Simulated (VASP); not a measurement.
# AlRu (Cm) in VASP: a series of runs

Runs on AlRu. Level: PBEsol. Tasks: single point.

Program: VASP 6.6.1. These are calculated values, not measurements. Logs are shortened: lines on timing, memory, paths and dates and some standing lists are left out, and cuts for length are marked.

## Step 1: The cell of the first run

The structure is monoclinic, space group Cm (No. 8). Conventional cell: a = 4.231 Å, b = 4.231 Å, c = 2.992 Å, α = 90.00°, β = 90.00°, γ = 90.00°. Al (site symmetry m) has 3 Ru at 1.76 to 2.37 Å within 2.4 Å. Ru (site symmetry m) has 3 Al at 1.76 to 2.37 Å within 2.4 Å.

## Step 2: Single point, PBEsol (atom 1 (Al) moved by (-0.600, -0.600) A along [1 1 0] and z)

File INCAR:

```
PREC     = Accurate       # precision mode
ENCUT    = 520            # plane-wave cutoff, eV
EDIFF    = 1E-6           # SCF threshold, eV
ISMEAR   = 0              # smearing method
SIGMA    = 0.15           # smearing width, eV
LREAL    = F              # projectors in reciprocal space
LASPH    = T              # aspherical terms in the spheres
NELM     = 60             # most SCF steps
ALGO     = Fast           # electronic algorithm
ISIF     = 2              # what is computed and relaxed
LWAVE    = F              # write WAVECAR
LCHARG   = F              # write CHGCAR
GGA      = PS             # functional
NBANDS   = 16             # bands
```

File KPOINTS:

```
regular mesh
0
Gamma
  16 16 16
```

File POSCAR:

```
AlRu
1.0
    2.9916000000      0.0000000000      0.0000000000
    0.0000000000      2.9916000000      0.0000000000
    0.0000000000      0.0000000000      2.9916000000
Al Ru
1 1
Direct
   -0.1418184479     -0.1418184479     -0.2005615724
    0.5000000000      0.5000000000      0.5000000000
```

Potentials or basis: VASP PAW PBE potentials, release 64 (Al, Ru_pv).

The run is started by

```bash
$ cat potpaw_PBE.64/Al/POTCAR potpaw_PBE.64/Ru_pv/POTCAR > POTCAR
$ mpirun -np 1 vasp_std > vasp.out
```

OUTCAR:

```text
PREC = Accurate
   ENCUT = 520
   EDIFF = 1E-6
   ISMEAR = 0
   LREAL = F
   LASPH = T
   NELM = 60
   ISIF = 2
   GGA = PS

 ion  position               nearest neighbor table
   1  0.858  0.858  0.799-   2 1.76   2 2.37   2 2.37   2 2.59   2 2.86   2 3.04   2 3.04
   2  0.500  0.500  0.500-   1 1.76   1 2.37   1 2.37   1 2.59   1 2.86   1 3.04   1 3.04

  LATTYP: Found a simple cubic cell.
 ALAT       =     2.9916000000

  Lattice vectors:

 A1 = (   2.9916000000,   0.0000000000,   0.0000000000)
 A2 = (   0.0000000000,   2.9916000000,   0.0000000000)
 A3 = (   0.0000000000,   0.0000000000,   2.9916000000)

Analysis of symmetry for initial positions (statically):
=====================================================================
 Subroutine PRICEL returns:
 Original cell was already a primitive cell.

 Routine SETGRP: Setting up the symmetry group for a
 simple cubic supercell.

 Subroutine GETGRP returns: Found  2 space group operations
 (whereof  2 operations were pure point group operations)
 out of a pool of 48 trial point group operations.

The static configuration has the point symmetry C_1h.

Analysis of symmetry for dynamics (positions and initial velocities):
=====================================================================
 Subroutine PRICEL returns:
 Original cell was already a primitive cell.

 Routine SETGRP: Setting up the symmetry group for a
 simple cubic supercell.

 Subroutine GETGRP returns: Found  2 space group operations
 (whereof  2 operations were pure point group operations)
 out of a pool of 48 trial point group operations.

The dynamic configuration has the point symmetry C_1h.

 Subroutine INISYM returns: Found  2 space group operations
 (whereof  2 operations are pure point group operations),
 and found     1 'primitive' translations

----------------------------------------------------------------------------------------

                                     Primitive cell

  volume of cell :      26.7738

  direct lattice vectors                    reciprocal lattice vectors
     2.991600000  0.000000000  0.000000000     0.334269287  0.000000000  0.000000000
     0.000000000  2.991600000  0.000000000     0.000000000  0.334269287  0.000000000
     0.000000000  0.000000000  2.991600000     0.000000000  0.000000000  0.334269287

  length of vectors
     2.991600000  2.991600000  2.991600000     0.334269287  0.334269287  0.334269287

  position of ions in fractional coordinates (direct lattice)
[... 75 lines left out ...]
   LSORBIT =      F    spin-orbit coupling
   LASPH  =      T    aspherical Exc in radial PAW
   ENCUT  =  520.0 eV  38.22 Ry    6.18 a.u.   5.56  5.56  5.56*2*pi/ulx,y,z
   NELM   =     60;   NELMIN=  2; NELMDL= -5     # of ELM steps
   EDIFF  = 0.1E-05   stopping-criterion for ELM
   LREAL  =      F    real-space projection
   EDIFFG = 0.1E-04   stopping-criterion for IOM
   NSW    =      0    number of steps for IOM
   IBRION =     -1    ionic relax: 0-MD 1-quasi-New 2-CG
   NFREE  =      0    steps in history (QN), initial steepest desc. (CG)
   ISIF   =      2    stress and relaxation
   ISYM   =      2    0-nonsym 1-usesym 2-fastsym
   POTIM  = 0.5000    time-step for ionic-motion
   TEBEG  =    0.0;   TEEND  =   0.0 temperature during run
   PSTRESS=    0.0 pullay stress
   NELECT =      17.0000    total number of electrons
   NUPDOWN=      -1.0000    fix difference up-down
   EMIN   =  10.00;   EMAX   =-10.00  energy-range for DOS
   EFERMI =   0.00;   METHOD = LEGACY
   ISMEAR =     0;   SIGMA  =   0.15  broadening in eV -4-tet -1-fermi 0-gaus
   EFERMI_NEDOS =   21; number of points for ismear=-14 and -15
   IALGO  =     68    algorithm
   IMIX   =      4    mixing-type and parameters
     AMIX     =   0.40;   BMIX     =  1.00
     AMIX_MAG =   1.60;   BMIX_MAG =  1.00
  volume/ion in A,a.u.               =      13.39        90.34
  Fermi-wavevector in a.u.,A,eV,Ry     =   1.407087  2.659009 26.938090  1.979894
  Thomas-Fermi vector in A             =   2.529382
   LORBIT       =      0    0 simple, 1 ext, 2 COOP (PROOUT), +10 PAW based schemes
   GGA     = PS    functional components
   LHFCALC =     F    Hartree Fock is set to
   AEXX    =    0.0000 exact exchange contribution
   IVDW    =     0    specifies the selected vdW correction
   LEPSILON=     F    determine dielectric tensor
   LRPA    =     F    only Hartree local field effects (RPA)
 non-spin polarized calculation
 RMM-DIIS sequential band-by-band and
 Gauss-broadening in eV      SIGMA  =   0.15
  energy-cutoff  :      520.00
  volume of cell :       26.77
 maximum number of plane-waves:       739
 NGX is ok and might be reduce to    24
   NGX = 11   NGY = 11   NGZ = 11

 number of electron      16.9999995 magnetization

 Free energy of the ion-electron system (eV)
  ---------------------------------------------------
  ext. energy  EPLUGINS =         0.00000000
  ---------------------------------------------------
  free energy    TOTEN  =       -10.23031210 eV

  energy without entropy =      -10.20827837  energy(sigma->0) =      -10.21929524

 E-fermi :  10.2429     XC(G=0): -12.4695

 val. band max:       10.2428287355   @ k =   0.0625   0.0000   0.1875
 cond. band min:      10.2437703528   @ k =  -0.0625   0.0000   0.4375
 fundamental gap:      0.0009416173
 Fermi energy:        10.2428749527

 k-point     1 :       0.0000    0.0000    0.0000
  band No.  band energies     occupation
      1     -31.6343      2.00000
      2     -31.1848      2.00000
      3     -31.1274      2.00000
      4       1.1857      2.00000
      5       5.9584      2.00000
      6       6.2303      2.00000
[... 433 lines left out ...]
      3     -31.1501      2.00000
      4       1.5479      2.00000
      5       6.0770      2.00000
      6       6.4019      2.00000
[... 8 lines left out ...]
     15      23.2469      0.00000
     16      24.4284      0.00000

 [... further k-points ...]
[... 5 lines left out ...]
  --------------------------------------------------------------------------------------
  -------------------------------------------------------------------------------------
  Total       13.2030798     13.2030798      8.0530038     10.5742352      9.9860972      9.9860978
  in kB      790.0876224    790.0876224    481.9010925    632.7745056    597.5796472    597.5796836
  external PRESSURE =     687.3587791 kB  Pullay stress =       0.0000000 kB

 VOLUME and BASIS-vectors are now :
 -----------------------------------------------------------------------------
  energy-cutoff  :      520.00
  volume of cell :       26.77
      direct lattice vectors                 reciprocal lattice vectors
     2.991600000  0.000000000  0.000000000     0.334269287  0.000000000  0.000000000
     0.000000000  2.991600000  0.000000000     0.000000000  0.334269287  0.000000000
     0.000000000  0.000000000  2.991600000     0.000000000  0.000000000  0.334269287

 POSITION                                       TOTAL-FORCE (eV/Angst)
 -----------------------------------------------------------------------------------
      2.56734      2.56734      2.39160        11.922443     11.922443     11.328958
      1.49580      1.49580      1.49580       -11.922443    -11.922443    -11.328958
 -----------------------------------------------------------------------------------
    total drift:                                0.000099      0.000099      0.000077

  FREE ENERGIE OF THE ION-ELECTRON SYSTEM (eV)
  ---------------------------------------------------
  free  energy   TOTEN  =       -10.2303120968 eV

  energy  without entropy=      -10.2082783748  energy(sigma->0) =      -10.21929524
```

OSZICAR:

```text
N       E                     dE             d eps       ncg     rms          rms(c)
DAV:   1     0.125429307546E+03    0.12543E+03   -0.94625E+03 35304   0.102E+03
DAV:   2    -0.885575530083E+01   -0.13429E+03   -0.12749E+03 41232   0.297E+02
DAV:   3    -0.108431035523E+02   -0.19873E+01   -0.19806E+01 48456   0.385E+01
DAV:   4    -0.108570175061E+02   -0.13914E-01   -0.13903E-01 40568   0.339E+00
DAV:   5    -0.108571978629E+02   -0.18036E-03   -0.18035E-03 41960   0.381E-01    0.122E+01
RMM:   6    -0.103395101742E+02    0.51769E+00   -0.72640E-01 35471   0.627E+00    0.422E+00
RMM:   7    -0.102451743970E+02    0.94336E-01   -0.19283E-01 39704   0.288E+00    0.279E+00
RMM:   8    -0.102319358422E+02    0.13239E-01   -0.72438E-02 41532   0.204E+00    0.435E-01
RMM:   9    -0.102303816580E+02    0.15542E-02   -0.79765E-03 40653   0.798E-01    0.243E-01
RMM:  10    -0.102303143348E+02    0.67323E-04   -0.18413E-03 43443   0.403E-01    0.134E-01
RMM:  11    -0.102303124791E+02    0.18557E-05   -0.33004E-04 43033   0.178E-01    0.613E-02
RMM:  12    -0.102303115708E+02    0.90838E-06   -0.83739E-05 43727   0.816E-02    0.299E-02
RMM:  13    -0.102303120968E+02   -0.52602E-06   -0.88692E-06 40539   0.257E-02
   1 F= -.10230312E+02 E0= -.10219295E+02  d E =-.220337E-01
```

Run time: 3.6 min. Hardware: 1 thread of AMD EPYC 9R45 (Zen 5), shared host; peak memory 0.49 GiB.

What came out:

```
Free energy            : -10.2303 eV
Pressure               : 68.7 GPa
Largest force          : 20.313 eV/Å
Band gap on the k mesh : zero (an odd number of electrons rules out a gap without spin polarisation)
```

Forces on the atoms (eV/Å):
```
Al   11.922  11.922  11.329
Ru  -11.922 -11.922 -11.329
```

Levels at points of the mesh, in eV from the Fermi level:
| k point | band 7 | band 8 | band 9 | band 10 | band 11 | band 12 |
| --- | --- | --- | --- | --- | --- | --- |
| (0.00, 0.00, 0.00) | -0.60 | 0.21 | 0.22 | 6.73 | 6.89 | 8.91 |
| (0.50, 0.00, 0.00) | -1.79 | -1.51 | 0.28 | 2.13 | 8.27 | 10.45 |
| (0.00, 0.00, 0.50) | -1.61 | -1.44 | 0.05 | 2.45 | 8.60 | 10.98 |
| (0.50, 0.50, 0.00) | -1.39 | -0.03 | 0.12 | 1.20 | 4.91 | 5.96 |
| (0.00, 0.50, 0.50) | -1.55 | -0.26 | 0.14 | 1.28 | 4.97 | 6.26 |
| (0.50, 0.50, 0.50) | 1.25 | 1.35 | 2.20 | 3.87 | 4.36 | 5.49 |

Caveat: the cell differs from its parent crystal (atom 1 (Al) moved by (-0.600, -0.600) A along [1 1 0] and z); atoms lie so close that the PAW spheres overlap strongly, which falsifies energies and pressures; the stress differs along the axes, from 48 to 79 GPa; the PAW data sets were made with another functional, which shifts forces and pressure a little.

## Step 3: Single point, PBEsol (atom 1 (Al) moved by (-0.600, -0.300) A along [1 1 0] and z)

File INCAR:

```
SYSTEM = AlRu
PREC = Accurate
ENCUT = 520
EDIFF = 1E-6
ISMEAR = 0
SIGMA = 0.15
LREAL = .False.
LASPH = .True.
NELM = 80
ALGO = Fast
ISIF = 2
LWAVE = .False.
LCHARG = .False.
GGA = PS
NBANDS = 16
```

File KPOINTS:

```
Automatic mesh
0
Gamma
  16 16 16
  0 0 0
```

Changes to POSCAR since step 2:

```diff
@@ -8,3 +8,3 @@
 Direct
-   -0.1418184479     -0.1418184479     -0.2005615724
+   -0.1418184479     -0.1418184479     -0.1002807862
     0.5000000000      0.5000000000      0.5000000000
```

Potentials or basis: VASP PAW PBE potentials, release 64 (Al, Ru_pv).

The run is started by

```bash
$ cat potpaw_PBE.64/Al/POTCAR potpaw_PBE.64/Ru_pv/POTCAR > POTCAR
$ mpirun -np 1 vasp_std > vasp.out
```

Run time: 3.6 min. Hardware: 1 thread of AMD EPYC 9R45 (Zen 5), shared host; peak memory 0.49 GiB.

It converged, with:

- Free energy: -12.8822 eV
- Pressure: 38.0 GPa
- Largest force: 11.198 eV/Å
- Band gap on the k mesh: zero (an odd number of electrons rules out a gap without spin polarisation)

Forces on the atoms (eV/Å):
```
Al   6.662  6.662  6.053
Ru  -6.662 -6.662 -6.053
```

Stress tensor (GPa, compression positive):
```
33.47 35.05 31.98
35.05 33.47 31.98
31.98 31.98 47.13
```

Levels at points of the mesh, in eV from the Fermi level:
| k point | band 5 | band 6 | band 7 | band 8 | band 9 | band 10 | band 11 | band 12 | band 13 | band 14 |
| --- | --- | --- | --- | --- | --- | --- | --- | --- | --- | --- |
| (0.00, 0.00, 0.00) | -3.99 | -3.87 | -0.49 | 0.25 | 0.28 | 6.47 | 6.60 | 7.93 | 11.71 | 11.82 |
| (0.50, 0.00, 0.00) | -4.87 | -3.32 | -1.74 | -1.48 | 0.21 | 2.35 | 8.15 | 10.96 | 11.38 | 12.40 |
| (0.00, 0.00, 0.50) | -4.98 | -3.22 | -1.73 | -1.59 | 0.33 | 2.18 | 7.91 | 10.65 | 11.81 | 12.57 |
| (0.50, 0.50, 0.00) | -3.68 | -1.66 | -1.62 | -0.50 | -0.24 | 1.44 | 5.12 | 6.15 | 12.03 | 12.57 |
| (0.00, 0.50, 0.50) | -3.40 | -1.78 | -1.51 | -0.35 | -0.15 | 1.40 | 5.12 | 5.92 | 12.37 | 12.57 |
| (0.50, 0.50, 0.50) | -4.45 | -4.32 | 1.47 | 1.52 | 2.20 | 3.99 | 4.19 | 4.99 | 8.95 | 9.08 |

Caveat: the cell differs from its parent crystal (atom 1 (Al) moved by (-0.600, -0.300) A along [1 1 0] and z); the stress differs along the axes, from 33 to 47 GPa; the PAW data sets were made with another functional, which shifts forces and pressure a little.
